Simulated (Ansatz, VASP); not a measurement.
## AgCl: VASP beside Ansatz

File INCAR:

```
PREC = Accurate
ENCUT = 520
EDIFF = 1E-6
ISMEAR = 0
SIGMA = 0.05
LREAL = False
LASPH = True
NELM = 60
ALGO = Normal
ISIF = 2
LWAVE = False
LCHARG = True
GGA = CA
LELF = True
LVHAR = True
NBANDS = 16
```

KPOINTS

```
Automatic mesh
0
Gamma
  10 10 10
```

File POSCAR:

```
AgCl
1.0
    0.0000000000      2.6773114500      2.6773114500
    2.6773114500      0.0000000000      2.6773114500
    2.6773114500      2.6773114500      0.0000000000
Ag Cl
1 1
Direct
    0.4930461739      0.5069538261      0.5347568555
    0.0211592865     -0.0211592865     -0.1057590816
```

Input for Ansatz:

```yaml
crystal:
  lattice:
    - [0.0, 2.67731145, 2.67731145]
    - [2.67731145, 0.0, 2.67731145]
    - [2.67731145, 2.67731145, 0.0]
  atoms:
    - { symbol: Ag, position: [0.4930461739, 0.5069538261, 0.5347568555] }
    - { symbol: Cl, position: [0.0211592865, -0.0211592865, -0.1057590816] }
basis:
  ecutwfc: 420
kpoints:
  mp_grid: { grid: [10, 10, 10] }
hamiltonian:
  xc: lda
  pseudopotentials: { kind: paw }
scf:
  occupations: { method: gaussian, width: 0.05 }
output:
  forces: true
  stress: true
  eigenvalues: true
```

Change from the starting cell: mode 4 frozen in at -0.340 Å and mode 5 at -0.227 Å (largest displacements).

Alike in both runs: task single point; functional LDA; k mesh 10 × 10 × 10; occupations gaussian, width 0.05 eV; no spin polarisation.

```csv
,VASP,Ansatz
version,VASP 6.6.1,Ansatz 0.2.0
potentials or method,"VASP PAW LDA potentials, release 64 (Ag, Cl), cutoff 520 eV","scalar-relativistic, plane waves, PAW"
valence electrons in the cell,18,26
```

```tsv
	VASP	Ansatz	Ansatz less VASP
gap on the k mesh at the Fermi level (eV)	0.61	0.59	-0.020
least direct gap on the mesh (eV)	1.63	1.61	-0.022
pressure (GPa)	7.8	7.7	-0.02
traceless stress, the component that is largest in VASP (GPa)	9.55	9.53	-0.018
rms of the force components (eV/Å)	0.998	0.994	-0.0041
```

LDA's correlation is that of Perdew and Zunger in VASP and of Perdew and Wang (1992) in Ansatz. Atom by atom the forces differ by 0.005 eV/Å (rms over components). VASP's potentials hold 18 valence electrons a cell and Ansatz's 26, so a difference there can come from the potentials and not from the codes.
